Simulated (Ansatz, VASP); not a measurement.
# Two plane-wave programs on MoW3

```xyz
4
Lattice="0.0000 3.1773 3.1773 3.1773 0.0000 3.1773 3.1773 3.1773 0.0000" Properties=species:S:1:pos:R:3 pbc="T T T"
Mo    0.0000    0.0000    0.0000
W     4.7659    4.7659    4.7659
W     3.1773    3.1773    3.1773
W     1.5886    1.5886    1.5886
```

Change from the starting cell: species swapped into the Rb3Bi type (Fm-3m, No. 225).

Alike in both runs: functional PBE; k mesh 4 × 4 × 4; occupations gaussian, width 0.1 eV; no spin polarisation.

Ansatz relaxed the structure, and its values are those at the end. VASP's run is a single point on that final structure, the one shown.

|  | VASP | Ansatz |
| --- | --- | --- |
| version | VASP 6.6.1 | Ansatz 0.2.0 |
| potentials or method | VASP PAW PBE potentials, release 64 (Mo_sv, W_sv), cutoff 520 eV | scalar-relativistic, plane waves, PAW |
| valence electrons in the cell | 56 | 56 |

```tsv
	VASP	Ansatz	Ansatz less VASP
gap on the k mesh at the Fermi level (eV)	0.20	0.21	+0.008
least direct gap on the mesh (eV)	0.75	0.76	+0.006
pressure (GPa)	0.5	0.0	-0.51
```

With one functional, cell and mesh, what is left measures potentials, basis and numerics.

The k mesh is coarse, so the values compare programs but aren't converged. Spin-orbit coupling is off throughout.
